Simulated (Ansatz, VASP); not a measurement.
**BP in VASP and in Ansatz**

```xyz
2
Lattice="0.0000 2.2840 2.2840 2.2840 0.0000 2.2840 2.2840 2.2840 0.0000" Properties=species:S:1:pos:R:3 pbc="T T T"
B     0.0000    0.0000    0.0000
P     3.4260    3.4260    3.4260
```

Change from the starting cell: volume scaled by 1.02, PAW files.

Alike in both runs: task electric field gradients; functional LDA; k mesh 12 × 12 × 12; occupations fermi-dirac, width 0.08 eV; no spin polarisation.

|  | VASP | Ansatz |
| --- | --- | --- |
| version | VASP 6.6.1 | Ansatz 0.2.0 |
| potentials or method | VASP PAW LDA potentials, release 64 (B, P) | PAW with Ansatz's default frozen-core files, scalar-relativistic |
| plane-wave cutoff (eV) | 520 | 420 |
| valence electrons in the cell | 8 | 8 |

```csv
,VASP,Ansatz,Ansatz less VASP
pressure (GPa),-8.3,-8.2,+0.09
```

LDA's correlation is that of Perdew and Zunger in VASP and of Perdew and Wang (1992) in Ansatz.
